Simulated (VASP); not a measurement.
Runs of VASP 6.6.1 on CaSe. The structure is that of space group F-43m (No. 216), or close to it. The cells are those of the table. 

| level | cell | k mesh | smearing | grid for exact exchange (PRECFOCK) | share of exact exchange | screening parameter | gap on the mesh (eV) | pressure (GPa) |
| --- | --- | --- | --- | --- | --- | --- | --- | --- |
| PBE | a = 4.568 Å, angles 60.0°, 2 atoms | 6 × 6 × 6 | fermi-dirac 0.02 eV | - | - | - | 3.34 | 2.3 |
| r2SCAN | a = 4.568 Å, angles 60.0°, 2 atoms | 6 × 6 × 6 | gaussian 0.01 eV | - | - | - | (a) | 2.0 |
| r2SCAN | a = 4.626, b = 4.626, c = 4.638 Å, angles 59.9, 59.9, 60.2°, 2 atoms | 6 × 6 × 6 | gaussian 0.01 eV | - | - | - | 3.70 | 0.4 |
| PBE | a = 4.626, b = 4.626, c = 4.638 Å, angles 59.9, 59.9, 60.2°, 2 atoms | 6 × 6 × 6 | fermi-dirac 0.02 eV | - | - | - | 3.22 | (b) |
| HSE06 | a = 4.568 Å, angles 60.0°, 2 atoms | 4 × 4 × 4 | gaussian 0.01 eV | Normal | 0.25 | 0.2079 1/Å | 4.25 | 2.1 |

Alike in all rows: task single point; potentials or basis VASP PAW PBE potentials, release 64 (Ca_sv, Se); no spin polarisation; cutoff (eV) 520.

**Question.** Fill in the values left out.

**Answer.** (a) 3.84; (b) 0.7.

Caveats: some runs use coarse meshes; the structure was generated, so it needn't be the stable form of CaSe; the PAW data sets were made with another functional, which shifts forces and pressure a little (at least some runs).

A k mesh can miss the band edges, and the runs leave out spin-orbit coupling on Se.
